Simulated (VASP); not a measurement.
Crystal: AgI.

```
Ag I
1.0
     0.00000    3.28857    3.28857
     3.28857    0.00000    3.28857
     3.28857    3.28857    0.00000
Ag I
1 1
Direct
  0.00000 0.00000 0.00000
  0.25000 0.25000 0.25000
```

Base run:

* Program: VASP 6.6.1
* Functional: HSE06
* Potentials or basis: VASP PAW PBE potentials, release 64 (Ag, I)
* Cutoff: 400 eV
* k mesh: 4 × 4 × 4
* Occupations: gaussian, width 0.01 eV
* Spin: no spin polarisation

Its results: band gap on the k mesh 2.48 eV, direct; pressure 0.4 GPa.

Q: The run is repeated on the same cell with these changes: functional from HSE06 to PBEsol; cutoff from 400 eV to 500 eV. What comes out?

A: Band gap on the k mesh 1.20 eV, direct; pressure -1.6 GPa.

HSE06 gives the wider gap, since exact exchange removes part of the self-interaction.

Caveats: the PAW data sets were made with another functional, which shifts forces and pressure a little; spin-orbit coupling is left out, which moves the levels of the heavy elements.

